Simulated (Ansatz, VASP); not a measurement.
Au: VASP beside Ansatz

```
Au
1.0
     2.69842    0.00000    0.00000
     0.00000    2.69842    0.00000
     0.00000    0.00000    2.69842
Au
1
Direct
  0.00000 0.00000 0.00000
```

Alike in both runs: task single point; functional BLYP; k mesh 13 × 13 × 13; occupations fermi-dirac, width 0.1 eV; no spin polarisation.

|  | VASP | Ansatz |
| --- | --- | --- |
| version | VASP 6.6.1 | Ansatz 0.2.0 |
| potentials or method | VASP PAW PBE potentials, release 64 (Au), cutoff 520 eV | plane waves (420 eV) with PAW, scalar-relativistic |
| valence electrons in the cell | 11 | 19 |

Ansatz gave:

- pressure (GPa): 15.2

Question: Estimate VASP's values.

Answer: Pressure (GPa): 15.9.

VASP's potentials were made for PBE, not for BLYP. VASP's potentials hold 11 valence electrons a cell and Ansatz's 19, so a difference there can come from the potentials and not from the codes.

Neither program's run includes spin-orbit coupling.
